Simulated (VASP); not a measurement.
# WS2: single point with PBEsol+D3(BJ)

WS2:

```
W S
1.0
     3.11473    0.00000    0.00000
    -1.55736    2.69743    0.00000
     0.00000    0.00000   11.77225
W S
2 4
Direct
  0.33333 0.66667 0.25000
  0.66667 0.33333 0.75000
  0.33333 0.66667 0.61645
  0.66667 0.33333 0.11645
  0.33333 0.66667 0.88355
  0.66667 0.33333 0.38355
```

```yaml
Program: VASP 6.6.1
Task: single point
Functional: PBEsol
Dispersion: D3(BJ)
Potentials_or_basis: VASP PAW PBE potentials, release 64 (W_sv, S)
Cutoff: 520 eV
k_mesh: 12 × 12 × 4
Occupations: gaussian, width 0.05 eV
Spin: no spin polarisation
Dipole_correction: no
Further_INCAR_settings: ALGO = Normal; EDIFF = 1e-06; NBANDS = 35
```

```json
{
  "Pressure": "0.1 GPa",
  "Largest force": "0.020 eV/Å",
  "Band gap on the k mesh": "0.68 eV (least direct gap 1.93 eV)",
  "Dispersion energy per atom": "-0.416 eV"
}
```

Forces in eV/Å, atoms in the order of the input:
```
W    0.000  0.000  0.000
W    0.000  0.000  0.000
S    0.000  0.000 -0.020
S    0.000  0.000 -0.020
S    0.000  0.000  0.020
S    0.000  0.000  0.020
```

Levels at points of the mesh, in eV from the valence-band top:
```
           k point  band 24  band 25  band 26  band 27  band 28  band 29
(0.00, 0.00, 0.00)    -1.58    -1.26     0.00     2.22     2.22     2.24
(0.50, 0.00, 0.00)    -2.01    -1.77    -1.71     2.32     2.40     2.44
(0.00, 0.00, 0.50)    -2.32    -0.31    -0.31     2.21     2.21     2.21
(0.50, 0.00, 0.50)    -1.95    -1.82    -1.82     2.35     2.35     2.75
```

Run time: 2.7 min on 1 thread of Intel(R) Xeon(R) Platinum 8375C CPU @ 2.90GHz (Ice Lake) (shared host), peak memory 0.32 GiB.

Caveat: the PAW data sets were made with another functional, which shifts forces and pressure a little; spin-orbit coupling is left out, which moves the levels of the heavy elements. A k mesh can miss the band edges.
